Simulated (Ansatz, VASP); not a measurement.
**Si in VASP and in Ansatz**

File INCAR:

```
PREC = Accurate
ENCUT = 520
EDIFF = 1E-6
ISMEAR = 0
SIGMA = 0.03
LREAL = False
LASPH = True
NELM = 60
ALGO = Normal
ISIF = 2
LWAVE = False
LCHARG = False
GGA = PS
NBANDS = 16
```

The input KPOINTS:

```
regular mesh
0
Gamma
  10 10 10
```

File POSCAR:

```
Si
1.0
   -3.2256809613      3.2256809613      1.9512214449
    3.2256809613     -3.2256809613      1.9512214449
    3.2256809613      3.2256809613     -1.9512214449
Si
4
Direct
    0.1788010600      0.1788010600      0.3576021200
    0.8211989400      0.8211989400      0.6423978800
    0.1788010600      0.8211989400      0.0000000000
    0.8211989400      0.1788010600      0.0000000000
```

Input for Ansatz:

```yaml
crystal:
  lattice:
    - [-3.2256809613, 3.2256809613, 1.9512214449]
    - [3.2256809613, -3.2256809613, 1.9512214449]
    - [3.2256809613, 3.2256809613, -1.9512214449]
  atoms:
    - { symbol: Si, position: [0.17880106, 0.17880106, 0.35760212] }
    - { symbol: Si, position: [0.82119894, 0.82119894, 0.64239788] }
    - { symbol: Si, position: [0.17880106, 0.82119894, 0.0] }
    - { symbol: Si, position: [0.82119894, 0.17880106, 0.0] }
basis:
  ecutwfc: 420
kpoints:
  mp_grid: { grid: [10, 10, 10] }
hamiltonian:
  xc: pbesol
scf:
  occupations: { method: gaussian, width: 0.03 }
output:
  forces: true
  stress: true
  eigenvalues: true
```

Change from the starting cell: strain -0.030 along x and y, +0.015 along z, atoms carried along.

Alike in both runs: task single point; functional PBEsol; k mesh 10 × 10 × 10; occupations gaussian, width 0.03 eV; no spin polarisation.

```csv
,VASP,Ansatz
version,VASP 6.6.1,Ansatz 0.2.0
potentials or method,"VASP PAW PBE potentials, release 64 (Si), cutoff 520 eV","scalar-relativistic, plane waves, PAW"
valence electrons in the cell,16,16
```

|  | VASP | Ansatz | Ansatz less VASP |
| --- | --- | --- | --- |
| gap on the k mesh at the Fermi level (eV) | none | none | - |
| pressure (GPa) | 4.1 | 4.0 | -0.11 |
| traceless stress, the component that is largest in VASP (GPa) | -5.65 | -5.62 | +0.038 |
| rms of the force components (eV/Å) | 0.409 | 0.405 | -0.0038 |

VASP's potentials were made for PBE, not for PBEsol. Atom by atom the forces differ by 0.004 eV/Å (rms over components). A gap of «none» marks a metal or a gap that the smearing closes.
